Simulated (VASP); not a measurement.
# SiNi (Pmmn) in VASP: electric field gradients with LDA

Aim: the electric field gradients of SiNi with LDA.

All numbers are computed with VASP 6.6.1; they aren't measurements. Logs are shortened: lines on timing, memory, paths and dates and some standing lists are left out, and cuts for length are marked.

## (1) The cell of the first run

The structure is orthorhombic, space group Pmmn (No. 59). The conventional cell has a = 3.027 Å, b = 3.273 Å, c = 4.698 Å, α = 90.00°, β = 90.00°, γ = 90.00°. Within 3.1 Å of Si (site symmetry mm2) lie 6 Ni at 2.34 to 2.40 Å and 6 Si at 2.68 to 3.03 Å. Ni (site symmetry mm2) has 6 Si at 2.34 to 2.40 Å and 6 Ni at 2.67 to 3.03 Å within 3.1 Å.

## (2) Electric field gradients, LDA, collinear spin, ferromagnetic start

Input file INCAR:

```
PREC     = Accurate       # precision mode
ENCUT    = 520            # plane-wave cutoff, eV
EDIFF    = 1E-8           # SCF threshold, eV
ISMEAR   = -1             # smearing method
SIGMA    = 0.05           # smearing width, eV
LREAL    = False          # projectors in reciprocal space
LASPH    = True           # aspherical terms in the spheres
NELM     = 150            # most SCF steps
ALGO     = Normal         # electronic algorithm
ISIF     = 2              # what is computed and relaxed
LWAVE    = False          # write WAVECAR
LCHARG   = False          # write CHGCAR
ISPIN    = 2              # spin polarisation
MAGMOM   = 0 0 1.5 1.5    # initial moments
LORBIT   = 11             # projections on sites
LMAXMIX  = 4              # l up to which the mixer works
LEFG     = True         
NBANDS   = 26             # bands
```

Input file KPOINTS:

```
Automatic mesh
0
Gamma
  11 10 7
```

Input file POSCAR:

```
SiNi
1.0
    3.0266200000      0.0000000000      0.0000000000
    0.0000000000      3.2735000000      0.0000000000
    0.0000000000      0.0000000000      4.6977600000
Si Ni
2 2
Direct
    0.5000000000      0.5000000000      0.8423000000
    0.0000000000      0.0000000000      0.1577000000
    0.5000000000      0.5000000000      0.3442200000
    0.0000000000      0.0000000000      0.6557800000
```

Potentials or basis: VASP PAW LDA potentials, release 64 (Si, Ni).

Started as:

```console
cat potpaw_LDA.64/Si/POTCAR potpaw_LDA.64/Ni/POTCAR > POTCAR
mpirun -np 1 vasp_std > vasp.out
```

OUTCAR:

```text
PREC = Accurate
   ENCUT = 520
   EDIFF = 1E-8
   ISMEAR = -1
   LREAL = False
   LASPH = True
   NELM = 150
   ISIF = 2
   ISPIN = 2
   LORBIT = 11

 ion  position               nearest neighbor table
   1  0.500  0.500  0.842-   3 2.34   3 2.36   4 2.40   4 2.40   4 2.40   4 2.40   2 2.68   2 2.68
                             2 2.68   2 2.68
   2  0.000  0.000  0.158-   4 2.34   4 2.36   3 2.40   3 2.40   3 2.40   3 2.40   1 2.68   1 2.68
                             1 2.68   1 2.68
   3  0.500  0.500  0.344-   1 2.34   1 2.36   2 2.40   2 2.40   2 2.40   2 2.40   4 2.67   4 2.67
                             4 2.67   4 2.67
   4  0.000  0.000  0.656-   2 2.34   2 2.36   1 2.40   1 2.40   1 2.40   1 2.40   3 2.67   3 2.67
                             3 2.67   3 2.67

  LATTYP: Found a simple orthorhombic cell.
 ALAT       =     3.0266200000
 B/A-ratio  =     1.0815695396
 C/A-ratio  =     1.5521472798

  Lattice vectors:

 A1 = (   3.0266200000,   0.0000000000,   0.0000000000)
 A2 = (   0.0000000000,   3.2735000000,   0.0000000000)
 A3 = (   0.0000000000,   0.0000000000,   4.6977600000)

Analysis of symmetry for initial positions (statically):
=====================================================================
 Subroutine PRICEL returns:
 Original cell was already a primitive cell.

 Routine SETGRP: Setting up the symmetry group for a
 simple orthorhombic supercell.

 Subroutine GETGRP returns: Found  8 space group operations
 (whereof  4 operations were pure point group operations)
 out of a pool of  8 trial point group operations.

The static configuration has the point symmetry C_2v.
 The point group associated with its full space group is D_2h.

Analysis of symmetry for dynamics (positions and initial velocities):
=====================================================================
 Subroutine PRICEL returns:
 Original cell was already a primitive cell.

 Routine SETGRP: Setting up the symmetry group for a
 simple orthorhombic supercell.

 Subroutine GETGRP returns: Found  8 space group operations
 (whereof  4 operations were pure point group operations)
 out of a pool of  8 trial point group operations.

The dynamic configuration has the point symmetry C_2v.
 The point group associated with its full space group is D_2h.

Analysis of structural, dynamic, and magnetic symmetry:
=====================================================================
 Subroutine PRICEL returns:
 Original cell was already a primitive cell.

 Routine SETGRP: Setting up the symmetry group for a
 simple orthorhombic supercell.

 Subroutine GETGRP returns: Found  8 space group operations
 (whereof  4 operations were pure point group operations)
 out of a pool of  8 trial point group operations.

The overall configuration has the point symmetry C_2v.
 The point group associated with its full space group is D_2h.

 Subroutine INISYM returns: Found  8 space group operations
 (whereof  4 operations are pure point group operations),
 and found     1 'primitive' translations

----------------------------------------------------------------------------------------

                                     Primitive cell

  volume of cell :      46.5437

  direct lattice vectors                    reciprocal lattice vectors
     3.026620000  0.000000000  0.000000000     0.330401570  0.000000000  0.000000000
     0.000000000  3.273500000  0.000000000     0.000000000  0.305483428  0.000000000
     0.000000000  0.000000000  4.697760000     0.000000000  0.000000000  0.212867409

  length of vectors
     3.026620000  3.273500000  4.697760000     0.330401570  0.305483428  0.212867409

  position of ions in fractional coordinates (direct lattice)
     0.500000000  0.500000000  0.842300000
     0.000000000  0.000000000  0.157700000
     0.500000000  0.500000000  0.344220000
     0.000000000  0.000000000  0.655780000

  ion indices of the primitive-cell ions
   primitive index   ion index
                 1           1
                 2           2
                 3           3
                 4           4

[... 86 lines left out ...]
   ISMEAR =    -1;   SIGMA  =   0.05  broadening in eV -4-tet -1-fermi 0-gaus
   EFERMI_NEDOS =   21; number of points for ismear=-14 and -15
   IALGO  =     38    algorithm
   IMIX   =      4    mixing-type and parameters
     AMIX     =   0.40;   BMIX     =  1.00
     AMIX_MAG =   1.60;   BMIX_MAG =  1.00
  volume/ion in A,a.u.               =      11.64        78.52
  Fermi-wavevector in a.u.,A,eV,Ry     =   1.381997  2.611596 25.985987  1.909916
  Thomas-Fermi vector in A             =   2.506729
   LORBIT       =     11    0 simple, 1 ext, 2 COOP (PROOUT), +10 PAW based schemes
   GGA     = CA    functional components
   LHFCALC =     F    Hartree Fock is set to
   AEXX    =    0.0000 exact exchange contribution
   IVDW    =     0    specifies the selected vdW correction
   LEPSILON=     F    determine dielectric tensor
   LRPA    =     F    only Hartree local field effects (RPA)
 spin polarized calculation
  energy-cutoff  :      520.00
  volume of cell :       46.54
 maximum number of plane-waves:      1272
 NGX is ok and might be reduce to    24
   NGX = 11   NGY = 13   NGZ = 17

 number of electron      28.0000015 magnetization       0.0000220

 number of electron      28.0000015 magnetization      -0.0000044

 Free energy of the ion-electron system (eV)
  ---------------------------------------------------
  ext. energy  EPLUGINS =         0.00000000
  ---------------------------------------------------
  free energy    TOTEN  =       -27.23905027 eV

  energy without entropy =      -27.22772812  energy(sigma->0) =      -27.23338920

 E-fermi :  11.0845     XC(G=0): -12.6555

 val. band max:       11.0776003271   @ k =   0.3636   0.5000   0.4286
 cond. band min:      11.0889752135   @ k =   0.3636   0.3000   0.4286
 fundamental gap:      0.0113748864
 Fermi energy:        11.0845041410

 spin component 1

 k-point     1 :       0.0000    0.0000    0.0000
  band No.  band energies     occupation
      1      -2.6404      1.00000
      2       3.0660      1.00000
      3       4.7204      1.00000
      4       7.0035      1.00000
      5       7.5730      1.00000
      6       8.1169      1.00000
[... 685 lines left out ...]
     25      26.8920      0.00000
     26      27.5073      0.00000

 [... further k-points ...]

 spin component 2

 k-point     1 :       0.0000    0.0000    0.0000
  band No.  band energies     occupation
      1      -2.6404      1.00000
      2       3.0660      1.00000
      3       4.7204      1.00000
      4       7.0035      1.00000
      5       7.5730      1.00000
      6       8.1169      1.00000
[... 685 lines left out ...]
     25      26.8920      0.00000
     26      27.5073      0.00000

 [... further k-points ...]
[... 5 lines left out ...]
  --------------------------------------------------------------------------------------
  -------------------------------------------------------------------------------------
  Total       -2.5404309     -2.7555648     -3.0258721      0.0000000      0.0000000      0.0000000
  in kB      -87.4494121    -94.8549825   -104.1597877      0.0000000      0.0000000      0.0000000
  external PRESSURE =     -95.4880607 kB  Pullay stress =       0.0000000 kB

 VOLUME and BASIS-vectors are now :
 -----------------------------------------------------------------------------
  energy-cutoff  :      520.00
  volume of cell :       46.54
      direct lattice vectors                 reciprocal lattice vectors
     3.026620000  0.000000000  0.000000000     0.330401570  0.000000000  0.000000000
     0.000000000  3.273500000  0.000000000     0.000000000  0.305483428  0.000000000
     0.000000000  0.000000000  4.697760000     0.000000000  0.000000000  0.212867409

 POSITION                                       TOTAL-FORCE (eV/Angst)
 -----------------------------------------------------------------------------------
      1.51331      1.63675      3.95692         0.000000      0.000000     -0.168917
      0.00000      0.00000      0.74084         0.000000      0.000000      0.168917
      1.51331      1.63675      1.61706         0.000000      0.000000     -0.165792
      0.00000      0.00000      3.08070         0.000000      0.000000      0.165792
 -----------------------------------------------------------------------------------
    total drift:                                0.000000      0.000000      0.000000

  FREE ENERGIE OF THE ION-ELECTRON SYSTEM (eV)
  ---------------------------------------------------
  free  energy   TOTEN  =       -27.2390502733 eV

  energy  without entropy=      -27.2277281208  energy(sigma->0) =      -27.23338920

 Electric field gradients (V/A^2)
---------------------------------------------------------------------
 ion       V_xx      V_yy      V_zz      V_xy      V_xz      V_yz
---------------------------------------------------------------------
   1      25.496     9.374   -34.870     0.000     0.000     0.000
   2      25.496     9.374   -34.870     0.000     0.000     0.000
   3       7.375     8.983   -16.358    -0.000    -0.000    -0.000
   4       7.375     8.983   -16.358     0.000    -0.000    -0.000
---------------------------------------------------------------------

 Electric field gradients after diagonalization (V/A^2)
 (convention: |V_zz| > |V_xx| > |V_yy|)
----------------------------------------------------------------------
 ion       V_xx      V_yy      V_zz     asymmetry (V_yy - V_xx)/ V_zz
----------------------------------------------------------------------
   1      25.496     9.374   -34.870       0.462
   2      25.496     9.374   -34.870       0.462
   3       8.983     7.375   -16.358       0.098
   4       8.983     7.375   -16.358       0.098
----------------------------------------------------------------------

           NMR quadrupolar parameters

 Cq : quadrupolar parameter    Cq=e*Q*V_zz/h
 eta: asymmetry parameters     (V_yy - V_xx)/ V_zz
 Q  : nuclear electric quadrupole moment in mb (millibarn)
----------------------------------------------------------------------
 ion       Cq(MHz)       eta       Q (mb)
----------------------------------------------------------------------
   1      -0.084       0.462       1.000
   2      -0.084       0.462       1.000
   3      -0.040       0.098       1.000
   4      -0.040       0.098       1.000
----------------------------------------------------------------------

 total charge

# of ion       s       p       d       tot
------------------------------------------
    1        0.757   0.856   0.000   1.612
    2        0.757   0.856   0.000   1.612
    3        0.478   0.598   8.480   9.556
    4        0.478   0.598   8.480   9.556
--------------------------------------------------
tot          2.469   2.907  16.959  22.336

 magnetization (x)

# of ion       s       p       d       tot
------------------------------------------
    1       -0.000  -0.000   0.000  -0.000
    2       -0.000  -0.000   0.000  -0.000
    3        0.000   0.000  -0.000  -0.000
    4        0.000   0.000  -0.000  -0.000
--------------------------------------------------
tot         -0.000  -0.000  -0.000  -0.000
```

It took 3.6 min on 1 thread of Intel Xeon Platinum 8259CL at 2.50GHz (Skylake/Cascade Lake), shared host; peak memory 0.33 GiB.

What came out:

```yaml
Free_energy: -27.2391 eV
Pressure: -9.5 GPa
Largest_force: 0.169 eV/Å
Band_gap_on_the_k_mesh: zero (filled and empty bands overlap)
Net_moment: 0.00 μB per cell
Valence_electrons_inside_the_program's_atomic_spheres: Si 1.61; Ni 9.56
```

Forces on the atoms (eV/Å):
```
Si   0.000  0.000 -0.169
Si   0.000  0.000  0.169
Ni   0.000  0.000 -0.166
Ni   0.000  0.000  0.166
```

Electric field gradients, principal values (V/Å²):
```
atom  least  middle  greatest (by size)
1 Si  9.374  25.496             -34.870
2 Si  9.374  25.496             -34.870
3 Ni  7.375   8.983             -16.358
4 Ni  7.375   8.983             -16.358
```

Caveat: the starting moments collapsed, and a magnetic state may lie lower; without QUAD_EFG the Cq values of the log hold for a quadrupole moment of 1 mb, not for the nuclei.
